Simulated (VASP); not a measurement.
LaZn, 2 atoms in the cell. It takes space group Pm-3m (No. 221, cubic). The conventional cell has a = 3.691 Å, b = 3.691 Å, c = 3.691 Å, α = 90.00°, β = 90.00°, γ = 90.00°. La (site symmetry m-3m) has 8 Zn at 3.20 Å and 6 La at 3.69 Å within 4.2 Å. Within 4.2 Å of Zn (site symmetry m-3m) lie 8 La at 3.20 Å and 6 Zn at 3.69 Å. 

| Quantity | Value |
| --- | --- |
| Program | VASP 6.6.1 |
| Task | relaxation of cell and atoms |
| Functional | PBEsol |
| Potentials or basis | VASP PAW PBE potentials, release 64 (La, Zn) |
| Cutoff | 600 eV |
| k mesh | 12 × 12 × 12 |
| Occupations | fermi-dirac, width 0.08 eV |
| Spin | no spin polarisation |
| Target pressure | 10 GPa |
| Dipole correction | no |
| Further INCAR settings | ALGO = Normal; EDIFF = 1e-06; IBRION = 2; EDIFFG = -0.002; NSW = 100; ISIF = 3 |

Potentials or basis: VASP PAW PBE potentials, release 64 (La, Zn).

Run with:

```sh
$ cat potpaw_PBE.64/La/POTCAR potpaw_PBE.64/Zn/POTCAR > POTCAR
$ mpirun -np 1 vasp_std > vasp.out
```

Hardware: 1 thread of Intel(R) Xeon(R) Platinum 8375C CPU @ 2.90GHz (Ice Lake), with other jobs on the host.

Task: How long does it take, and how much memory?

Result: Wall time 6.6 min on 1 thread of Intel(R) Xeon(R) Platinum 8375C CPU @ 2.90GHz (Ice Lake), on a shared host, peak memory 0.27 GiB. Counts: scf iterations 61, k points 84, ion steps 7.
